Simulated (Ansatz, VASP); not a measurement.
## Two plane-wave programs on Si

```
CELL_PARAMETERS angstrom
3.86854 0.00000 0.00000
0.00000 5.47094 0.00000
0.00000 0.00000 19.86850
ATOMIC_POSITIONS crystal
Si 0.75000 0.12500 0.40265
Si 0.25000 0.87500 0.40265
Si 0.25000 0.62500 0.50000
Si 0.75000 0.37500 0.50000
Si 0.75000 0.12500 0.59735
Si 0.25000 0.87500 0.59735
```

Alike in both runs: task single point; functional PBE; k mesh 8 × 6 × 1; occupations fermi-dirac, width 0.02 eV; no spin polarisation.

```csv
,VASP,Ansatz
version,VASP 6.6.1,Ansatz 0.2.0
potentials or method,"VASP PAW PBE potentials, release 64 (Si)","PAW with Ansatz's default frozen-core files, scalar-relativistic"
plane-wave cutoff (eV),520,420
valence electrons in the cell,24,24
```

```csv
,VASP,Ansatz,Ansatz less VASP
rms of the force components (eV/Å),0.301,0.299,-0.0027
```

Atom by atom the forces differ by 0.003 eV/Å (rms over components). The functional is the same, so the differences come from potentials, cutoffs and numerics.
